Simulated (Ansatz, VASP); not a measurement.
Li2S in VASP and in Ansatz

Contents of INCAR:

```
SYSTEM = Li2S
PREC     = Accurate       ! precision mode
ENCUT    = 750            ! plane-wave cutoff, eV
EDIFF    = 1E-6           ! SCF threshold, eV
ISMEAR   = 1              ! smearing method
SIGMA    = 0.13605693122994 ! smearing width, eV
LREAL    = .FALSE.        ! projectors in reciprocal space
LASPH    = .TRUE.         ! aspherical terms in the spheres
NELM     = 120            ! most SCF steps
ALGO     = Normal         ! electronic algorithm
ISIF     = 2              ! what is computed and relaxed
LWAVE    = .FALSE.        ! write WAVECAR
LCHARG   = .FALSE.        ! write CHGCAR
GGA      = PE             ! functional
NBANDS   = 13             ! bands
GGA_COMPAT= .FALSE.
```

The input KPOINTS:

```
Automatic mesh
0
G
  4 4 4
  0 0 0
```

Contents of POSCAR:

```
Li2S
1.0
    0.0000000000      2.8351678429      2.8351678429
    2.8351678429      0.0000000000      2.8351678429
    2.8351678429      2.8351678429      0.0000000000
Li S
2 1
Direct
    0.7500000000      0.7500000000      0.7500000000
    0.2500000000      0.2500000000      0.2500000000
    0.0000000000      0.0000000000      0.0000000000
```

Input for Ansatz:

```yaml
crystal:
  lattice:
    - [0.0, 2.8351678429, 2.8351678429]
    - [2.8351678429, 0.0, 2.8351678429]
    - [2.8351678429, 2.8351678429, 0.0]
  atoms:
    - { symbol: Li, position: [0.75, 0.75, 0.75] }
    - { symbol: Li, position: [0.25, 0.25, 0.25] }
    - { symbol: S, position: [0.0, 0.0, 0.0] }
basis:
  ecutwfc: "19 Ha"
kpoints:
  mp_grid: { grid: [4, 4, 4] }
hamiltonian:
  xc: pbe
scf:
  occupations: { method: cold, width: "0.01 Ry" }
  convergence: { dr2_threshold: "1e-8 eV" }
output:
  forces: false
  stress: false
  eigenvalues: true
```

Alike in both runs: task single point; functional PBE; k mesh 4 × 4 × 4; no spin polarisation.

|  | VASP | Ansatz |
| --- | --- | --- |
| version | VASP 6.6.1 | Ansatz 0.2.0 |
| potentials or method | VASP PAW PBE potentials, release 64 (Li_sv, S), cutoff 750 eV | scalar-relativistic, plane waves, PAW |
| occupations | methfessel-paxton of order 1, width 0.136057 eV | cold |
| valence electrons in the cell | 12 | 12 |

```tsv
	VASP	Ansatz	Ansatz less VASP
gap on the k mesh at the Fermi level (eV)	3.37	3.38	+0.004
least direct gap on the mesh (eV)	4.34	4.34	-0.001
```

The k mesh is coarse, so the values compare programs but aren't converged.
